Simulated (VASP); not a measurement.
# TiSi16 (a cell with a defect) in VASP: a series of runs, part 2 of 2

VASP 6.6.1.

### 3 Single point, PBEsol

Input file INCAR:

```
SYSTEM = TiSi16
ALGO     = Normal         ! electronic algorithm
EDIFF    = 1E-7           ! SCF threshold, eV
ENCUT    = 520            ! plane-wave cutoff, eV
GGA      = PS             ! functional
ISIF     = 2              ! what is computed and relaxed
ISMEAR   = -1             ! smearing method
LASPH    = .TRUE.         ! aspherical terms in the spheres
LCHARG   = .FALSE.        ! write CHGCAR
LREAL    = Auto         
LWAVE    = .FALSE.        ! write WAVECAR
NBANDS   = 52             ! bands
NELM     = 100            ! most SCF steps
PREC     = Accurate       ! precision mode
SIGMA    = 0.02           ! smearing width, eV
```

Input file KPOINTS:

```
k-points
0
G
  2 2 2
  0 0 0
```

Input file POSCAR:

```
TiSi16
1.0
    0.0000000000      5.4300000000      5.4300000000
    5.4300000000      0.0000000000      5.4300000000
    5.4300000000      5.4300000000      0.0000000000
Si Ti
16 1
Direct
    0.0499079190     -0.0068876611     -0.0103314917
    0.1197605893      0.1056353591      0.1581215470
   -0.0137569061     -0.0588397790      0.5493738490
    0.0797145488      0.1153867403      0.6381123389
    0.0054419890      0.4951657459     -0.0056813996
    0.1140607735      0.6189594843      0.1232136280
    0.0031952118      0.4791068140      0.4771915285
    0.1214180479      0.5578637201      0.6384346225
    0.5178176796     -0.0480570902      0.0280755064
    0.6345672192      0.0985819521      0.1355064457
    0.4399723757     -0.0261970534      0.4965285451
    0.6109852670      0.0715561694      0.6417955801
    0.5188766114      0.4887476980     -0.0109760589
    0.6291712707      0.5850828729      0.1505340700
    0.4954511971      0.4459116022      0.5200920810
    0.6161786372      0.6140607735      0.6171731123
    0.8424309392      0.8627992634      0.3723941068
```

Potentials or basis: VASP PAW PBE potentials, release 64 (Si, Ti_sv).

Started as:

```sh
> cat potpaw_PBE.64/Si/POTCAR potpaw_PBE.64/Ti_sv/POTCAR > POTCAR
> mpirun -np 1 vasp_std > vasp.out
```

OUTCAR:

```text
SYSTEM = TiSi16
   EDIFF = 1E-7
   ENCUT = 520
   GGA = PS
   ISIF = 2
   ISMEAR = -1
   LASPH = .TRUE.
   LREAL = Auto
   NELM = 100
   PREC = Accurate

 ion  position               nearest neighbor table
   1  0.050  0.993  0.990-   2 2.23   4 2.30   6 2.39  17 2.48  10 2.61
   2  0.120  0.106  0.158-   1 2.23   5 2.45   3 2.47   9 2.50  17 2.85
   3  0.986  0.941  0.549-   4 2.27  12 2.36   8 2.42   2 2.47  17 2.53
   4  0.080  0.115  0.638-   3 2.27  11 2.28   1 2.30   7 2.30
   5  0.005  0.495  0.994-   6 2.27   8 2.27  14 2.37   2 2.45
   6  0.114  0.619  0.123-   7 2.22   5 2.27   1 2.39  13 2.54  17 2.68
   7  0.003  0.479  0.477-   6 2.22   8 2.27   4 2.30  17 2.42  16 2.43
   8  0.121  0.558  0.638-   7 2.27   5 2.27  15 2.35   3 2.42  17 2.97
   9  0.518  0.952  0.028-  14 2.30  10 2.33  12 2.44   2 2.50
  10  0.635  0.099  0.136-   9 2.33  11 2.34  17 2.42  13 2.45   1 2.61
  11  0.440  0.974  0.497-   4 2.28  16 2.30  10 2.34  17 2.53  12 2.61
  12  0.611  0.072  0.642-  15 2.35   3 2.36   9 2.44  17 2.61  11 2.61
  13  0.519  0.489  0.989-  14 2.32  16 2.34  10 2.45   6 2.54
  14  0.629  0.585  0.151-   9 2.30  13 2.32  15 2.32   5 2.37
  15  0.495  0.446  0.520-  14 2.32   8 2.35  12 2.35  16 2.44
  16  0.616  0.614  0.617-  11 2.30  13 2.34   7 2.43  15 2.44  17 2.58
  17  0.842  0.863  0.372-   7 2.42  10 2.42   1 2.48   3 2.53  11 2.53  16 2.58  12 2.61   6 2.68
                             2 2.85   8 2.97

  LATTYP: Found a face centered cubic cell.
 ALAT       =    10.8600000000

  Lattice vectors:

 A1 = (   0.0000000000,   5.4300000000,   5.4300000000)
 A2 = (   5.4300000000,   0.0000000000,   5.4300000000)
 A3 = (   5.4300000000,   5.4300000000,   0.0000000000)

Analysis of symmetry for initial positions (statically):
=====================================================================
 Subroutine PRICEL returns:
 Original cell was already a primitive cell.

 Routine SETGRP: Setting up the symmetry group for a
 face centered cubic supercell.

 Subroutine GETGRP returns: Found  1 space group operations
 (whereof  1 operations were pure point group operations)
 out of a pool of 48 trial point group operations.

The static configuration has the point symmetry C_1 .

Analysis of symmetry for dynamics (positions and initial velocities):
=====================================================================
 Subroutine PRICEL returns:
 Original cell was already a primitive cell.

 Routine SETGRP: Setting up the symmetry group for a
 face centered cubic supercell.

 Subroutine GETGRP returns: Found  1 space group operations
 (whereof  1 operations were pure point group operations)
 out of a pool of 48 trial point group operations.

The dynamic configuration has the point symmetry C_1 .

 Subroutine INISYM returns: Found  1 space group operations
 (whereof  1 operations are pure point group operations),
 and found     1 'primitive' translations

----------------------------------------------------------------------------------------

                                     Primitive cell

  volume of cell :     320.2060

  direct lattice vectors                    reciprocal lattice vectors
     0.000000000  5.430000000  5.430000000    -0.092081031  0.092081031  0.092081031
     5.430000000  0.000000000  5.430000000     0.092081031 -0.092081031  0.092081031
     5.430000000  5.430000000  0.000000000     0.092081031  0.092081031 -0.092081031

  length of vectors
     7.679179644  7.679179644  7.679179644     0.159489025  0.159489025  0.159489025

  position of ions in fractional coordinates (direct lattice)
[... 75 lines left out ...]
   number of dos      NEDOS =    301   number of ions     NIONS =     17
   total plane-waves  NPLWV = 216000
   dimension x,y,z NGX =    60 NGY =   60 NGZ =   60
   dimension x,y,z NGXF=   120 NGYF=  120 NGZF=  120
   ions per type =              16   1
   NGX,Y,Z   is equivalent  to a cutoff of  12.99, 12.99, 12.99 a.u.
   NGXF,Y,Z  is equivalent  to a cutoff of  25.98, 25.98, 25.98 a.u.
 SYSTEM =  TiSi16
   PREC   = accura    normal or accurate (medium, high low for compatibility)
   ISTART =      0    job   : 0-new  1-cont  2-samecut
   ICHARG =      2    charge: 1-file 2-atom 10-const
   ISPIN  =      1    spin polarized calculation?
   LNONCOLLINEAR =      F non collinear calculations
   LSORBIT =      F    spin-orbit coupling
   LASPH  =      T    aspherical Exc in radial PAW
   ENCUT  =  520.0 eV  38.22 Ry    6.18 a.u.  14.28 14.28 14.28*2*pi/ulx,y,z
   NELM   =    100;   NELMIN=  2; NELMDL= -5     # of ELM steps
   EDIFF  = 0.1E-06   stopping-criterion for ELM
   LREAL  =      T    real-space projection
   EDIFFG = 0.1E-05   stopping-criterion for IOM
   NSW    =      0    number of steps for IOM
   IBRION =     -1    ionic relax: 0-MD 1-quasi-New 2-CG
   NFREE  =      0    steps in history (QN), initial steepest desc. (CG)
   ISIF   =      2    stress and relaxation
   ISYM   =      2    0-nonsym 1-usesym 2-fastsym
   POTIM  = 0.5000    time-step for ionic-motion
   TEBEG  =    0.0;   TEEND  =   0.0 temperature during run
   PSTRESS=    0.0 pullay stress
   NELECT =      76.0000    total number of electrons
   NUPDOWN=      -1.0000    fix difference up-down
   EMIN   =  10.00;   EMAX   =-10.00  energy-range for DOS
   EFERMI =   0.00;   METHOD = LEGACY
   ISMEAR =    -1;   SIGMA  =   0.02  broadening in eV -4-tet -1-fermi 0-gaus
   EFERMI_NEDOS =   21; number of points for ismear=-14 and -15
   IALGO  =     38    algorithm
   IMIX   =      4    mixing-type and parameters
     AMIX     =   0.40;   BMIX     =  1.00
     AMIX_MAG =   1.60;   BMIX_MAG =  1.00
  volume/ion in A,a.u.               =      18.84       127.11
  Fermi-wavevector in a.u.,A,eV,Ry     =   1.013607  1.915439 13.978610  1.027399
  Thomas-Fermi vector in A             =   2.146786
   LORBIT       =      0    0 simple, 1 ext, 2 COOP (PROOUT), +10 PAW based schemes
   GGA     = PS    functional components
   LHFCALC =     F    Hartree Fock is set to
   AEXX    =    0.0000 exact exchange contribution
   IVDW    =     0    specifies the selected vdW correction
   LEPSILON=     F    determine dielectric tensor
   LRPA    =     F    only Hartree local field effects (RPA)
 non-spin polarized calculation
  energy-cutoff  :      520.00
  volume of cell :      320.21
 maximum number of plane-waves:      8646
 NGX is ok and might be reduce to    60
   NGX = 29   NGY = 29   NGZ = 29

 number of electron      76.0000001 magnetization

 Free energy of the ion-electron system (eV)
  ---------------------------------------------------
  ext. energy  EPLUGINS =         0.00000000
  ---------------------------------------------------
  free energy    TOTEN  =       -96.84811307 eV

  energy without entropy =      -96.83049304  energy(sigma->0) =      -96.83930305

 E-fermi :   6.6568     XC(G=0):  -9.8977

 val. band max:        6.6528634367   @ k =   0.0000   0.5000   0.5000
 cond. band min:       6.6614291619   @ k =   0.0000   0.0000   0.5000
 fundamental gap:      0.0085657252
 Fermi energy:         6.6567652402

 k-point     1 :       0.0000    0.0000    0.0000
  band No.  band energies     occupation
      1     -49.6729      2.00000
      2     -26.1678      2.00000
      3     -26.1489      2.00000
      4     -26.1419      2.00000
      5      -5.8312      2.00000
      6      -3.5334      2.00000
[... 413 lines left out ...]
     49       9.8406      0.00000
     50      10.0927      0.00000
 [bands above 50 left out]

------------------------ aborting loop because EDIFF is reached ----------------------------------------

  FORCE on cell =-STRESS in cart. coord.  units (eV):
  Direction    XX          YY          ZZ          XY          YZ          ZX
  --------------------------------------------------------------------------------------
  -------------------------------------------------------------------------------------
  Total        5.5340238      4.2118720      2.4005174      3.5924167     -1.0366225      1.0207130
  in kB       27.6899465     21.0744505     12.0111879     17.9749546     -5.1868265      5.1072222
  external PRESSURE =      20.2585283 kB  Pullay stress =       0.0000000 kB

 VOLUME and BASIS-vectors are now :
 -----------------------------------------------------------------------------
  energy-cutoff  :      520.00
  volume of cell :      320.21
      direct lattice vectors                 reciprocal lattice vectors
     0.000000000  5.430000000  5.430000000    -0.092081031  0.092081031  0.092081031
     5.430000000  0.000000000  5.430000000     0.092081031 -0.092081031  0.092081031
     5.430000000  5.430000000  0.000000000     0.092081031  0.092081031 -0.092081031

 POSITION                                       TOTAL-FORCE (eV/Angst)
 -----------------------------------------------------------------------------------
     10.76650      5.64490      5.66360        -0.405694     -0.794128     -0.753594
      1.43220      1.50890      1.22390         0.348639      0.855875      1.147313
      8.09360      8.33840     10.46580        -0.887387     -0.501031     -0.009536
      4.09150      3.89780      1.05940         0.401800     -0.022214      0.026454
      8.08790      5.42870      2.71830        -0.086570      0.236692     -1.716474
      4.03000      1.28840      3.98030        -1.266555      0.202269      1.948089
[... 9 lines left out ...]
      6.68560      6.69710      6.68020        -0.414815     -0.083979     -1.405235
      6.70710      6.59650      9.25940         0.357093      1.412190      0.836013
 -----------------------------------------------------------------------------------
    total drift:                               -0.007630      0.004019     -0.010479

  FREE ENERGIE OF THE ION-ELECTRON SYSTEM (eV)
  ---------------------------------------------------
  free  energy   TOTEN  =       -96.8481130657 eV

  energy  without entropy=      -96.8304930391  energy(sigma->0) =      -96.83930305
```

Run time: 3.1 min. Hardware: 1 thread of AMD EPYC 9R45 (Zen 5), shared host; peak memory 0.47 GiB.

Results:

```yaml
Free_energy: -96.8481 eV
Pressure: 2.0 GPa
Largest_force: 2.332 eV/Å
Band_gap_on_the_k_mesh: zero (bands 38 and 39 overlap by 0.18 eV)
```

Forces on the atoms (eV/Å):
```
Si  -0.406 -0.794 -0.754
Si   0.349  0.856  1.147
Si  -0.887 -0.501 -0.010
Si   0.402 -0.022  0.026
Si  -0.087  0.237 -1.716
Si  -1.267  0.202  1.948
Si  -0.045  0.522 -1.518
Si   0.491  0.106  1.111
Si   0.306 -1.230 -0.101
Si  -0.142 -1.470  0.753
Si   0.451  0.732  0.799
Si   0.752 -0.195 -0.829
Si   0.237 -0.108 -1.038
Si  -0.291  0.048  0.226
Si   0.194  0.290  0.523
Si  -0.415 -0.084 -1.405
Ti   0.357  1.412  0.836
```

Stress tensor (GPa, compression positive):
```
 2.77  1.80  0.51
 1.80  2.11 -0.52
 0.51 -0.52  1.20
```

Caveat: the k points lie up to 0.50 Å⁻¹ apart; the PAW data sets were made with another functional, which shifts forces and pressure a little.

### 4 Single point, PBEsol

Input file INCAR:

```
SYSTEM = TiSi16
PREC     = Accurate       ! precision mode
ENCUT    = 520            ! plane-wave cutoff, eV
EDIFF    = 1E-7           ! SCF threshold, eV
ISMEAR   = -1             ! smearing method
SIGMA    = 0.02           ! smearing width, eV
LREAL    = Auto         
LASPH    = .True.         ! aspherical terms in the spheres
NELM     = 100            ! most SCF steps
ALGO     = Normal         ! electronic algorithm
ISIF     = 2              ! what is computed and relaxed
LWAVE    = .False.        ! write WAVECAR
LCHARG   = .False.        ! write CHGCAR
GGA      = PS             ! functional
NBANDS   = 52             ! bands
```

Input file KPOINTS:

```
Automatic mesh
0
Gamma
  2 2 2
  0 0 0
```

Input file POSCAR:

```
TiSi16
1.0
    0.0000000000      5.4300000000      5.4300000000
    5.4300000000      0.0000000000      5.4300000000
    5.4300000000      5.4300000000      0.0000000000
Si Ti
16 1
Direct
   -0.0472283610     -0.0124401473      0.0017955801
    0.0585911602      0.0748158379      0.1840055249
   -0.1016022099     -0.0166114180      0.5868324125
    0.1114640884      0.0790883978      0.6127348066
   -0.0620994475      0.4559116022      0.0798710866
    0.0921362799      0.6188397790      0.1209576427
    0.0342357274      0.4448066298      0.5188581952
    0.0456169429      0.6140515654      0.7003130755
    0.4067955801     -0.0025966851      0.0869244936
    0.5707734807      0.1665930018      0.1112891344
    0.4675230203      0.0248158379      0.5133793738
    0.5205985267      0.1277440147      0.6974309392
    0.4506077348      0.5394106814      0.0105156538
    0.5570534070      0.6579373849      0.1793186004
    0.4013351750      0.5052394107      0.5716482505
    0.5802578269      0.6305156538      0.6173848987
    0.8508931860      0.8362154696      0.3920165746
```

Started as:

```sh
> cat potpaw_PBE.64/Si/POTCAR potpaw_PBE.64/Ti_sv/POTCAR > POTCAR
> mpirun -np 1 vasp_std > vasp.out
```

Run time: 3.6 min. Hardware: 1 thread of AMD EPYC 9R45 (Zen 5), shared host; peak memory 0.47 GiB.

It converged, with:

```yaml
Free_energy: -96.0309 eV
Pressure: 2.1 GPa
Largest_force: 3.675 eV/Å
Band_gap_on_the_k_mesh: zero (bands 38 and 39 overlap by 0.39 eV)
```

Forces on the atoms (eV/Å):
```
Si  -0.523 -1.150  0.728
Si   1.184 -0.610  0.464
Si  -0.142 -0.931 -0.395
Si   1.325  0.887  0.389
Si   0.167 -0.914 -0.262
Si   0.366  0.836 -0.743
Si  -0.020 -1.280 -0.189
Si   0.139 -0.003 -1.039
Si   0.354 -1.095  2.267
Si   0.215  1.052 -0.159
Si  -1.319 -1.492 -0.891
Si   1.327  1.219  0.632
Si  -0.450  0.179  1.027
Si  -2.124  1.873 -2.342
Si  -1.607 -0.293  0.961
Si   0.730  1.751  0.736
Ti   0.379 -0.027 -1.184
```

Stress tensor (GPa, compression positive):
```
 1.09 -2.03  2.49
-2.03  1.44  3.03
 2.49  3.03  3.81
```

Levels at points of the mesh, in eV from the Fermi level:
| k point | band 35 | band 36 | band 37 | band 38 | band 39 | band 40 | band 41 | band 42 |
| --- | --- | --- | --- | --- | --- | --- | --- | --- |
| (0.00, 0.00, 0.00) | -0.92 | -0.73 | -0.57 | -0.40 | -0.34 | 0.10 | 0.20 | 0.50 |
| (0.50, 0.00, 0.00) | -1.48 | -0.64 | -0.46 | -0.22 | 0.34 | 0.39 | 0.50 | 0.96 |
| (0.00, 0.50, 0.00) | -1.14 | -0.77 | -0.32 | -0.18 | 0.41 | 0.51 | 0.55 | 0.78 |
| (0.00, 0.00, 0.50) | -1.36 | -1.10 | -0.53 | -0.18 | 0.27 | 0.34 | 0.45 | 0.75 |
| (0.50, 0.50, 0.50) | -1.10 | -1.00 | -0.14 | -0.05 | 0.28 | 0.51 | 0.66 | 0.76 |
| (0.50, 0.50, 0.00) | -1.54 | -1.21 | -0.50 | -0.09 | 0.69 | 0.77 | 0.85 | 1.06 |
| (0.00, 0.50, 0.50) | -1.61 | -1.29 | -0.29 | -0.14 | 0.52 | 0.83 | 0.95 | 1.19 |
| (0.50, 0.00, 0.50) | -1.64 | -1.30 | -0.19 | 0.05 | 0.60 | 0.79 | 0.85 | 1.18 |

Caveat: the k points lie up to 0.50 Å⁻¹ apart; the PAW data sets were made with another functional, which shifts forces and pressure a little.

### 5 Single point, PBEsol

Input file INCAR:

```
SYSTEM = TiSi16
PREC = Accurate
ENCUT = 520
EDIFF = 1E-6
ISMEAR = -1
SIGMA = 0.02
LREAL = Auto
LASPH = .TRUE.
NELM = 100
ALGO = Normal
ISIF = 2
LWAVE = .FALSE.
LCHARG = .FALSE.
GGA = PS
NBANDS = 52
```

Input file KPOINTS:

```
regular mesh
0
G
  2 2 2
  0 0 0
```

Input file POSCAR:

```
TiSi16
1.0
    0.0000000000      5.4300000000      5.4300000000
    5.4300000000      0.0000000000      5.4300000000
    5.4300000000      5.4300000000      0.0000000000
Si Ti
16 1
Direct
   -0.0987292818      0.0209576427      0.0660405157
    0.0919244936      0.1204511971      0.1343922652
   -0.0335359116     -0.0108471455      0.5235543278
    0.1026058932      0.0628084715      0.6860865562
   -0.0717219153      0.4820165746      0.0898987109
    0.0600920810      0.6257642726      0.1774585635
   -0.0447513812      0.4351197053      0.5908103131
    0.0756445672      0.5919797422      0.7189594843
    0.5049355433      0.0060589319     -0.0134254144
    0.5461786372      0.2138581952      0.1156813996
    0.4767587477      0.0184162063      0.4477900552
    0.6157918969      0.0650184162      0.6563812155
    0.4170349908      0.5909208103     -0.0082504604
    0.5541068140      0.6670349908      0.1604972376
    0.4488581952      0.4535359116      0.5672191529
    0.5914548803      0.5921915285      0.6393554328
    0.8620810313      0.7871639042      0.4467034991
```

Started as:

```sh
> cat potpaw_PBE.64/Si/POTCAR potpaw_PBE.64/Ti_sv/POTCAR > POTCAR
> mpirun -np 1 vasp_std > vasp.out
```

Wall time 3.5 min (1 thread of AMD EPYC 9R45 (Zen 5), shared host); peak memory 0.46 GiB.

It converged, with:

```
Free energy            : -95.0038 eV
Pressure               : 3.1 GPa
Largest force          : 4.178 eV/Å
Band gap on the k mesh : zero (bands 38 and 39 overlap by 0.24 eV)
```

Forces in eV/Å, atoms in the order of the input:
```
Si  -1.026 -0.657  0.559
Si  -0.303  1.138  0.248
Si  -0.526  1.611  1.202
Si  -0.058  0.180  0.178
Si  -0.037 -0.698 -0.174
Si  -0.373  0.228 -0.154
Si  -1.293  1.897 -0.635
Si  -0.576 -0.517 -0.130
Si   4.118  0.089 -0.695
Si  -1.231 -1.934  0.898
Si   1.117  2.309 -2.159
Si  -0.946 -3.266  0.610
Si  -0.001  0.487  0.329
Si  -1.086  1.760 -2.341
Si  -1.216 -1.219  0.045
Si   1.297 -0.027  0.597
Ti   2.141 -1.381  1.623
```

Stress tensor (GPa, compression positive):
```
 2.71  0.24  0.07
 0.24  3.84 -2.15
 0.07 -2.15  2.78
```

Levels at points of the mesh, in eV from the Fermi level:
| k point | band 34 | band 35 | band 36 | band 37 | band 38 | band 39 | band 40 | band 41 | band 42 | band 43 |
| --- | --- | --- | --- | --- | --- | --- | --- | --- | --- | --- |
| (0.00, 0.00, 0.00) | -1.26 | -1.06 | -0.93 | -0.63 | -0.44 | -0.18 | -0.04 | 0.06 | 0.19 | 0.35 |
| (0.50, 0.00, 0.00) | -1.72 | -1.31 | -1.23 | -0.48 | -0.08 | 0.30 | 0.45 | 0.56 | 0.71 | 0.98 |
| (0.00, 0.50, 0.00) | -1.63 | -1.20 | -1.07 | -0.67 | 0.01 | 0.10 | 0.34 | 0.50 | 0.78 | 0.89 |
| (0.00, 0.00, 0.50) | -1.70 | -1.45 | -1.02 | -0.17 | 0.00 | 0.22 | 0.42 | 0.49 | 0.95 | 1.03 |
| (0.50, 0.50, 0.50) | -1.57 | -1.23 | -1.16 | -0.59 | -0.23 | 0.05 | 0.16 | 0.39 | 0.73 | 0.89 |
| (0.50, 0.50, 0.00) | -1.87 | -1.49 | -1.37 | -0.24 | 0.06 | 0.21 | 0.67 | 0.72 | 1.13 | 1.34 |
| (0.00, 0.50, 0.50) | -1.78 | -1.67 | -1.48 | -0.27 | -0.21 | 0.27 | 0.48 | 0.85 | 1.03 | 1.53 |
| (0.50, 0.00, 0.50) | -1.94 | -1.57 | -1.38 | -0.49 | -0.26 | 0.49 | 0.67 | 0.93 | 1.35 | 1.44 |

Caveat: the k points lie up to 0.50 Å⁻¹ apart; the atoms stand as in a frame of molecular dynamics; the PAW data sets were made with another functional, which shifts forces and pressure a little.

### 6 Summary

```tsv
cell	gap on the mesh (eV)	pressure (GPa)	largest force (eV/Å)
as given, atomic positions A	none	1.2	1.76
as given, atomic positions B	none	2.0	2.33
as given, atomic positions C	none	2.1	3.68
as given, atomic positions D	none	3.1	4.18
```

Alike in all rows: task single point; level PBEsol; potentials or basis VASP PAW PBE potentials, release 64 (Si, Ti_sv); no spin polarisation; k mesh 2 × 2 × 2; cutoff (eV) 520; smearing fermi-dirac 0.02 eV.

Caveats: all runs use coarse meshes; the PAW data sets were made with another functional, which shifts forces and pressure a little; the atoms stand as in a frame of molecular dynamics (at least some runs).

Absolute energies hang on the potentials; compare differences alone.

The gap in the log of VASP goes by the Fermi energy; the results here count the filled bands.